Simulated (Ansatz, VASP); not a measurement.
**B3As in VASP and in Ansatz**

```
B As
1.0
     3.64616    0.00000    0.00000
    -1.82308    3.15767    0.00000
     0.00000    0.00000    4.78969
B As
3 1
Direct
  0.51991 0.00000 0.00000
  0.00000 0.51991 0.00000
  0.48009 0.48009 0.00000
  0.00000 0.00000 0.50000
```

Alike in both runs: task relaxation of cell and atoms; functional PBE; k mesh 6 × 6 × 4; occupations gaussian, width 0.1 eV; no spin polarisation.

```csv
,VASP,Ansatz
version,VASP 6.6.1,Ansatz 0.2.0
potentials or method,"VASP PAW PBE potentials, release 64 (B, As), cutoff 600 eV","scalar-relativistic, plane waves, PAW"
valence electrons in the cell,14,24
```

|  | VASP | Ansatz | Ansatz less VASP |
| --- | --- | --- | --- |
| gap on the k mesh at the Fermi level, each at its own relaxed structure (eV) | none | none | - |
| relaxed volume (Å³/atom) | 10.22 | 10.21 | -0.014 |
| relaxed cell length with the largest relative difference (Å) | 4.018 | 4.008 | -0.0098 |

A gap of «none» marks a metal or a gap that the smearing closes. VASP's potentials hold 14 valence electrons a cell and Ansatz's 24, so a difference there can come from the potentials and not from the codes.

Noted on VASP's run: the volume moved by over 15 % at a fixed basis, so the end points are rough.
